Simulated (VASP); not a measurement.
The system is Fe3Ge.

```
CELL_PARAMETERS angstrom
3.66050 0.00000 0.00000
0.00000 3.66050 0.00000
0.00000 0.00000 3.66050
ATOMIC_POSITIONS crystal
Fe 0.00000 0.50000 0.50000
Fe 0.50000 0.50000 0.00000
Fe 0.50000 0.00000 0.50000
Ge 0.00000 0.00000 0.00000
```

* Program: VASP 6.6.1
* Task: relaxation of cell and atoms
* Functional: LDA
* Potentials or basis: VASP PAW LDA potentials, release 64 (Fe_sv, Ge_d)
* Cutoff: 690 eV
* k mesh: 6 × 6 × 6
* Occupations: fermi-dirac, width 0.1 eV
* Spin: collinear spin, ferromagnetic start
* Starting moments: [4.5, 4.5, 4.5, 0.0] μB

At the start: pressure -19.4 GPa; volume 12.26 Å³/atom.

Problem. Where does the relaxation end?

Solution. Over 4 steps the energy falls by 86.2 meV/atom and the volume is 10.94 Å³/atom (-10.8 %); space group Pm-3m (No. 221, to 0.1 Å) before and after; moment 5.24 μB per cell.

Step by step:
| step | energy change (eV) | largest force (eV/Å) | pressure (GPa) | volume (Å³) |
| --- | --- | --- | --- | --- |
| 1 | 0.0000 | 0.0000 | -19.45 | 49.05 |
| 2 | 0.0387 | 0.0000 | 30.77 | 39.22 |
| 3 | -0.3447 | 0.0000 | -0.33 | 43.86 |
| 4 | -0.3448 | 0.0000 | 0.05 | 43.76 |

Final structure:
```
Fe Ge
1.0
     3.52397    0.00000    0.00000
     0.00000    3.52397    0.00000
     0.00000    0.00000    3.52397
Fe Ge
3 1
Direct
  0.00000 0.50000 0.50000
  0.50000 0.50000 0.00000
  0.50000 0.00000 0.50000
  0.00000 0.00000 0.00000
```
